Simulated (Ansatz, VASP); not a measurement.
# Two plane-wave programs on SiC

```xyz
12
Lattice="-3.1336 3.7798 2.7685 3.1336 -3.7798 2.7685 3.1336 3.7798 -2.7685" Properties=species:S:1:pos:R:3 pbc="T T T"
Si    2.5409    2.6739    0.0000
Si    2.5409   -2.6739    2.7685
Si    0.5926    6.4536    0.0000
Si    0.5926    1.1059    2.7685
Si    0.0000    3.7798    1.3842
Si    3.1336    0.0000    1.3842
C     0.6539    2.6041    0.0000
C     3.7874    1.1757    0.0000
C     0.0000    0.0000    1.3842
C     0.0000    0.0000    4.1527
C    -0.6539    2.6041    2.7685
C     2.4797    1.1757    2.7685
```

Alike in both runs: functional PBE; k mesh 4 × 4 × 4; occupations gaussian, width 0.1 eV; no spin polarisation.

Ansatz relaxed the structure, and its values are those at the end. VASP's run is a single point on that final structure, the one shown.

```csv
,VASP,Ansatz
version,VASP 6.6.1,Ansatz 0.2.0
potentials or method,"VASP PAW PBE potentials, release 64 (Si, C), cutoff 520 eV","scalar-relativistic, plane waves, PAW"
valence electrons in the cell,48,48
```

VASP gave:

```
gap on the k mesh at the Fermi level (eV) : 1.31
least direct gap on the mesh (eV)         : 1.62
pressure (GPa)                            : 0.0
rms of the force components (eV/Å)        : 0.005
```

**Question.** Estimate Ansatz's values.

**Answer.** gap on the k mesh at the Fermi level (eV): 1.32; least direct gap on the mesh (eV): 1.62; pressure (GPa): 0.0; rms of the force components (eV/Å): 0.002.
